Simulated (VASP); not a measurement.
# Zr (P6_3/mmc) in VASP: further runs

Zr is run at these levels: PBE; tasks: single point.

Program: VASP 6.6.1. These are calculated values, not measurements. Logs are shortened: lines on timing, memory, paths and dates and some standing lists are left out, and cuts for length are marked.

### 1 The cell of the first run

It takes space group P6_3/mmc (No. 194, hexagonal). The conventional cell has a = 2.621 Å, b = 2.621 Å, c = 4.716 Å, α = 90.00°, β = 90.00°, γ = 120.00°. Within 3.5 Å of Zr (site symmetry -6m2) lie 12 Zr at 2.62 to 2.80 Å.

### 2 Single point, PBE (14.03 Å³/atom)

POSCAR

```
Zr
1.0
    2.6213278162      0.0000000000      0.0000000000
   -1.3106639081      2.2701364805      0.0000000000
    0.0000000000      0.0000000000      4.7157278447
Zr
2
Direct
    0.3333333333      0.6666666667      0.2500000000
    0.6666666667      0.3333333333      0.7500000000
```

INCAR.step1

```
SYSTEM = Zr
PREC = Accurate
ENCUT = 520
EDIFF = 1E-7
ISMEAR = -1
SIGMA = 0.05
LREAL = .False.
LASPH = .True.
NELM = 100
ALGO = Normal
ISIF = 2
LWAVE = .False.
LCHARG = .True.
LMAXMIX = 4
GGA = PE
NBANDS = 19
```

KPOINTS.step1

```
regular mesh
0
Gamma
  15 15 8
  0 0 0
```

INCAR.step2

```
SYSTEM = Zr
PREC = Accurate
ENCUT = 520
EDIFF = 1E-7
ISMEAR = -5
SIGMA = 0.05
LREAL = .False.
LASPH = .True.
NELM = 100
ALGO = Normal
ISIF = 2
LWAVE = .False.
LCHARG = .False.
LMAXMIX = 4
GGA = PE
LORBIT = 11
NEDOS = 1001
ICHARG = 11
```

KPOINTS.step2

```
regular mesh
0
Gamma
  23 23 12
  0 0 0
```

Potentials or basis: VASP PAW PBE potentials, release 64 (Zr_sv).

On the command line:

```sh
cat potpaw_PBE.64/Zr_sv/POTCAR > POTCAR
cp INCAR.step1 INCAR
cp KPOINTS.step1 KPOINTS
mpirun -np 1 vasp_std > vasp.out
cp INCAR.step2 INCAR
cp KPOINTS.step2 KPOINTS
mpirun -np 1 vasp_std > vasp.out
```

OUTCAR:

```text
SYSTEM = Zr
   PREC = Accurate
   ENCUT = 520
   EDIFF = 1E-7
   ISMEAR = -5
   LREAL = .False.
   LASPH = .True.
   NELM = 100
   ISIF = 2
   GGA = PE
   LORBIT = 11
   ICHARG = 11

 ion  position               nearest neighbor table
   1  0.333  0.667  0.250-   2 2.80   2 2.80   2 2.80   2 2.80   2 2.80   2 2.80   2 3.84   2 3.84
                             2 3.84   2 3.84   2 3.84   2 3.84
   2  0.667  0.333  0.750-   1 2.80   1 2.80   1 2.80   1 2.80   1 2.80   1 2.80   1 3.84   1 3.84
                             1 3.84   1 3.84   1 3.84   1 3.84

  LATTYP: Found a hexagonal cell.
 ALAT       =     2.6213278162
 C/A-ratio  =     1.7989843985

  Lattice vectors:

 A1 = (   2.6213278162,   0.0000000000,   0.0000000000)
 A2 = (  -1.3106639081,   2.2701364805,   0.0000000000)
 A3 = (   0.0000000000,   0.0000000000,   4.7157278447)

Analysis of symmetry for initial positions (statically):
=====================================================================
 Subroutine PRICEL returns:
 Original cell was already a primitive cell.

 Routine SETGRP: Setting up the symmetry group for a
 hexagonal supercell.

 Subroutine GETGRP returns: Found 24 space group operations
 (whereof 12 operations were pure point group operations)
 out of a pool of 24 trial point group operations.

The static configuration has the point symmetry D_3d.
 The point group associated with its full space group is D_6h.

Analysis of symmetry for dynamics (positions and initial velocities):
=====================================================================
 Subroutine PRICEL returns:
 Original cell was already a primitive cell.

 Routine SETGRP: Setting up the symmetry group for a
 hexagonal supercell.

 Subroutine GETGRP returns: Found 24 space group operations
 (whereof 12 operations were pure point group operations)
 out of a pool of 24 trial point group operations.

The dynamic configuration has the point symmetry D_3d.
 The point group associated with its full space group is D_6h.

 Subroutine INISYM returns: Found 24 space group operations
 (whereof 12 operations are pure point group operations),
 and found     1 'primitive' translations

----------------------------------------------------------------------------------------

                                     Primitive cell

  volume of cell :      28.0622

  direct lattice vectors                    reciprocal lattice vectors
     2.621327816  0.000000000  0.000000000     0.381486052  0.220251075  0.000000000
    -1.310663908  2.270136481  0.000000000     0.000000000  0.440502150  0.000000000
     0.000000000  0.000000000  4.715727845     0.000000000  0.000000000  0.212056343

  length of vectors
     2.621327816  2.621327816  4.715727845     0.440502150  0.440502150  0.212056343

  position of ions in fractional coordinates (direct lattice)
     0.333333333  0.666666667  0.250000000
     0.666666667  0.333333333  0.750000000

  ion indices of the primitive-cell ions
   primitive index   ion index
                 1           1
                 2           2

----------------------------------------------------------------------------------------

 KPOINTS: regular mesh

Automatic generation of k-mesh.
 Grid dimensions read from file:
 generate k-points for:   23   23   12

 Generating k-lattice:

  Cartesian coordinates                     Fractional coordinates (reciprocal lattice)
     0.016586350  0.009576134  0.000000000     0.043478261  0.000000000  0.000000000
     0.000000000  0.019152267  0.000000000     0.000000000  0.043478261  0.000000000
     0.000000000  0.000000000  0.017671362     0.000000000  0.000000000  0.083333333

  Length of vectors
     0.019152267  0.019152267  0.017671362

  Shift w.r.t. Gamma in fractional coordinates (k-lattice)
     0.000000000  0.000000000  0.000000000

 TETIRR: Found   6486 inequivalent tetrahedra from    38088

 Subroutine IBZKPT returns following result:
 ===========================================

 Found    392 irreducible k-points:

 Following reciprocal coordinates:
            Coordinates               Weight
  0.000000  0.000000  0.000000      1.000000
  0.043478  0.000000  0.000000      6.000000
  0.086957  0.000000  0.000000      6.000000
  0.130435  0.000000  0.000000      6.000000
  0.173913 -0.000000  0.000000      6.000000
  0.217391  0.000000  0.000000      6.000000
[... 16 lines left out ...]
  0.478261  0.043478  0.000000      6.000000
  0.086957  0.086957  0.000000      6.000000
 [... further k-points ...]
   k-points           NKPTS =    392   k-points in BZ     NKDIM =    392   number of bands    NBANDS=     16
   number of dos      NEDOS =   1001   number of ions     NIONS =      2
   total plane-waves  NPLWV =  14400
   dimension x,y,z NGX =    20 NGY =   20 NGZ =   36
   dimension x,y,z NGXF=    40 NGYF=   40 NGZF=   72
   ions per type =               2
   NGX,Y,Z   is equivalent  to a cutoff of  12.68, 12.68, 12.69 a.u.
   NGXF,Y,Z  is equivalent  to a cutoff of  25.37, 25.37, 25.38 a.u.
 SYSTEM =  Zr
   PREC   = accura    normal or accurate (medium, high low for compatibility)
   ISTART =      0    job   : 0-new  1-cont  2-samecut
   ICHARG =     11    charge: 1-file 2-atom 10-const
   ISPIN  =      1    spin polarized calculation?
   LNONCOLLINEAR =      F non collinear calculations
   LSORBIT =      F    spin-orbit coupling
   LASPH  =      T    aspherical Exc in radial PAW
   ENCUT  =  520.0 eV  38.22 Ry    6.18 a.u.   4.87  4.87  8.77*2*pi/ulx,y,z
   NELM   =    100;   NELMIN=  2; NELMDL=  0     # of ELM steps
   EDIFF  = 0.1E-06   stopping-criterion for ELM
   LREAL  =      F    real-space projection
   EDIFFG = 0.1E-05   stopping-criterion for IOM
   NSW    =      0    number of steps for IOM
   IBRION =     -1    ionic relax: 0-MD 1-quasi-New 2-CG
   NFREE  =      0    steps in history (QN), initial steepest desc. (CG)
   ISIF   =      2    stress and relaxation
   ISYM   =      2    0-nonsym 1-usesym 2-fastsym
   POTIM  = 0.5000    time-step for ionic-motion
   TEBEG  =    0.0;   TEEND  =   0.0 temperature during run
   PSTRESS=    0.0 pullay stress
   NELECT =      24.0000    total number of electrons
   NUPDOWN=      -1.0000    fix difference up-down
   EMIN   =  10.00;   EMAX   =-10.00  energy-range for DOS
   EFERMI =   0.00;   METHOD = LEGACY
   ISMEAR =    -5;   SIGMA  =   0.05  broadening in eV -4-tet -1-fermi 0-gaus
   EFERMI_NEDOS =   21; number of points for ismear=-14 and -15
   IALGO  =     38    algorithm
   IMIX   =      4    mixing-type and parameters
     AMIX     =   0.40;   BMIX     =  1.00
     AMIX_MAG =   1.60;   BMIX_MAG =  1.00
  volume/ion in A,a.u.               =      14.03        94.69
  Fermi-wavevector in a.u.,A,eV,Ry     =   1.553953  2.936546 32.854942  2.414770
  Thomas-Fermi vector in A             =   2.658109
   LORBIT       =     11    0 simple, 1 ext, 2 COOP (PROOUT), +10 PAW based schemes
   GGA     = PE    functional components
   LHFCALC =     F    Hartree Fock is set to
   AEXX    =    0.0000 exact exchange contribution
   IVDW    =     0    specifies the selected vdW correction
   LEPSILON=     F    determine dielectric tensor
   LRPA    =     F    only Hartree local field effects (RPA)
 non-spin polarized calculation
 Fermi weights with tetrahedron method with Bloechl corrections
  energy-cutoff  :      520.00
  volume of cell :       28.06
 maximum number of plane-waves:       776
 NGX is ok and might be reduce to    20

 number of electron      24.0000000 magnetization

 Free energy of the ion-electron system (eV)
  ---------------------------------------------------
  ext. energy  EPLUGINS =         0.00000000
  ---------------------------------------------------
  free energy    TOTEN  =       -12.80862122 eV

  energy without entropy =      -12.80862122  energy(sigma->0) =      -12.80862122

 E-fermi :  15.7851     XC(G=0): -13.6140

 val. band max:       15.9829087591   @ k =   0.3043   0.0870   0.0000
 cond. band min:      15.6547948713   @ k =   0.1304   0.1304   0.5000
 fundamental gap:     -0.3281138878
 Fermi energy:        15.7850655861

 k-point     1 :       0.0000    0.0000    0.0000
  band No.  band energies     occupation
      1     -32.9398      2.00000
      2     -32.2666      2.00000
      3     -12.4710      2.00000
      4      -9.0398      2.00000
      5      -8.7052      2.00000
      6      -8.7051      2.00000
[... 8 lines left out ...]
     15      17.7336      0.00000
     16      19.3413      0.00000

 k-point     2 :       0.0435    0.0000    0.0000
  band No.  band energies     occupation
      1     -32.9229      2.00000
      2     -32.2542      2.00000
      3     -12.4473      2.00000
      4      -9.0411      2.00000
      5      -8.7918      2.00000
      6      -8.7282      2.00000
[... 8 lines left out ...]
     15      17.8351      0.00000
     16      19.0131      0.00000

 k-point     3 :       0.0870    0.0000    0.0000
  band No.  band energies     occupation
      1     -32.8731      2.00000
      2     -32.2179      2.00000
      3     -12.3769      2.00000
      4      -9.0457      2.00000
      5      -9.0417      2.00000
      6      -8.7942      2.00000
[... 8 lines left out ...]
     15      18.1369      0.00000
     16      18.1777      0.00000
[... 362 lines left out ...]
 k-point    23 :       0.4783    0.0435    0.0000
  band No.  band energies     occupation
      1     -31.8460      2.00000
      2     -31.6290      2.00000
      3     -12.6807      2.00000
      4     -12.1894      2.00000
      5     -10.6405      2.00000
      6      -9.8013      2.00000
[... 8 lines left out ...]
     15      18.1553      0.00000
     16      24.0727      0.00000

 k-point    24 :       0.0870    0.0870    0.0000
  band No.  band energies     occupation
      1     -32.7463      2.00000
      2     -32.1271      2.00000
      3     -12.1945      2.00000
      4      -9.5779      2.00000
      5      -9.3819      2.00000
      6      -9.0627      2.00000
[... 8 lines left out ...]
     15      18.1851      0.00000
     16      18.3004      0.00000

 [... further k-points ...]

------------------------ aborting loop because EDIFF is reached ----------------------------------------

  FORCE on cell =-STRESS in cart. coord.  units (eV):
  Direction    XX          YY          ZZ          XY          YZ          ZX
  --------------------------------------------------------------------------------------
  -------------------------------------------------------------------------------------
  Total       18.2753837     18.2753837     18.1545520      0.0000000      0.0000000      0.0000000
  in kB     1043.4101313   1043.4101314   1036.5113975      0.0000000      0.0000000      0.0000000
  external PRESSURE =    1041.1105534 kB  Pullay stress =       0.0000000 kB

 VOLUME and BASIS-vectors are now :
 -----------------------------------------------------------------------------
  energy-cutoff  :      520.00
  volume of cell :       28.06
      direct lattice vectors                 reciprocal lattice vectors
     2.621327816  0.000000000  0.000000000     0.381486052  0.220251075  0.000000000
    -1.310663908  2.270136481  0.000000000     0.000000000  0.440502150  0.000000000
     0.000000000  0.000000000  4.715727845     0.000000000  0.000000000  0.212056343

 POSITION                                       TOTAL-FORCE (eV/Angst)
 -----------------------------------------------------------------------------------
     -0.00000      1.51342      1.17893        -0.000000      0.000000      0.000000
      1.31066      0.75671      3.53680         0.000000     -0.000000     -0.000000
 -----------------------------------------------------------------------------------
    total drift:                               -0.000000      0.000000     -0.000000

  FREE ENERGIE OF THE ION-ELECTRON SYSTEM (eV)
  ---------------------------------------------------
  free  energy   TOTEN  =       -12.8086212212 eV

  energy  without entropy=      -12.8086212212  energy(sigma->0) =      -12.80862122

 total charge

# of ion       s       p       d       tot
------------------------------------------
    1        2.317   5.959   2.541  10.817
    2        2.317   5.959   2.541  10.817
--------------------------------------------------
tot          4.634  11.919   5.083  21.635
```

It took 2.4 min on 1 thread of Intel Xeon Platinum 8259CL at 2.50GHz (Skylake/Cascade Lake), shared host; peak memory 0.27 GiB.

Results:

* Valence electrons inside the program's atomic spheres: Zr 10.82

Caveat: tetrahedron occupations give inexact forces and stress in metals.

(Part 1 of 2 ends here.)
